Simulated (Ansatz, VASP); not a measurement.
This is a calculation of Cu for Ansatz 0.2.0.

The input input.yaml:

```yaml
crystal:
  lattice:
    - [0.0, 1.7706018915, 1.7706018915]
    - [1.7706018915, 0.0, 1.7706018915]
    - [1.7706018915, 1.7706018915, 0.0]
  atoms:
    - { symbol: Cu, position: [0.0, 0.0, 0.0] }
hamiltonian:
  xc: r2scan
  pseudopotentials: { kind: paw }
  dispersion: rvv10
kpoints:
  mp_grid: { grid: [13, 13, 13] }
scf:
  occupations: { method: fermi_dirac, width: 0.05 }
output:
  forces: true
  stress: true
  eigenvalues: true
```

Potentials or basis: Ansatz PAW.

The run is started by

```console
$ ansatz run input.yaml --threads 2 --pin off --max-ram 5120MiB --backend cpu --events-out ev --progress --plain --runs-dir out
```

Problem. Set up the same calculation for VASP 6.6.1. Potentials there: VASP PAW PBE potentials, release 64 (Cu).

Solution. As run (the cutoff follows the program's own potentials):

POSCAR

```
Cu
1.0
    0.0000000000      1.7706018915      1.7706018915
    1.7706018915      0.0000000000      1.7706018915
    1.7706018915      1.7706018915      0.0000000000
Cu
1
Direct
    0.0000000000      0.0000000000      0.0000000000
```

Contents of INCAR.step1:

```
PREC     = Accurate       # precision mode
ENCUT    = 520            # plane-wave cutoff, eV
ISMEAR   = -1             # smearing method
SIGMA    = 0.05           # smearing width, eV
LREAL    = False          # projectors in reciprocal space
LASPH    = True           # aspherical terms in the spheres
NELM     = 60             # most SCF steps
NBANDS   = 12             # bands
GGA      = PE             # functional
ALGO     = Normal         # electronic algorithm
EDIFF    = 1E-4           # SCF threshold, eV
LWAVE    = True           # write WAVECAR
LCHARG   = False          # write CHGCAR
```

Contents of INCAR.step2:

```
PREC     = Accurate       # precision mode
ENCUT    = 520            # plane-wave cutoff, eV
EDIFF    = 1E-7           # SCF threshold, eV
ISMEAR   = -1             # smearing method
SIGMA    = 0.05           # smearing width, eV
LREAL    = False          # projectors in reciprocal space
LASPH    = True           # aspherical terms in the spheres
NELM     = 60             # most SCF steps
ALGO     = Normal         # electronic algorithm
ISIF     = 2              # what is computed and relaxed
LWAVE    = False          # write WAVECAR
LCHARG   = False          # write CHGCAR
METAGGA  = R2SCAN         # meta-GGA
LMIXTAU  = True         
LUSE_VDW = True         
IVDW_NL  = 2            
BPARAM   = 11.95        
CPARAM   = 0.0093       
NBANDS   = 12             # bands
ISTART   = 1
```

The input KPOINTS:

```
Automatic mesh
0
Gamma
  13 13 13
```

Potentials or basis: VASP PAW PBE potentials, release 64 (Cu).

Run with:

```bash
$ cat potpaw_PBE.64/Cu/POTCAR > POTCAR
$ cp INCAR.step1 INCAR
$ mpirun -np 1 vasp_std > vasp.out
$ cp INCAR.step2 INCAR
$ mpirun -np 1 vasp_std > vasp.out
```

Both were run:

|  | VASP | Ansatz | Ansatz less VASP |
| --- | --- | --- | --- |
| gap on the k mesh at the Fermi level (eV) | none | none | - |
| pressure (GPa) | 4.0 | 2.9 | -1.05 |

VASP's potentials were made for PBE, not for r2SCAN. A gap of «none» marks a metal or a gap that the smearing closes. VASP's potentials hold 11 valence electrons a cell and Ansatz's 19, so a difference there can come from the potentials and not from the codes.
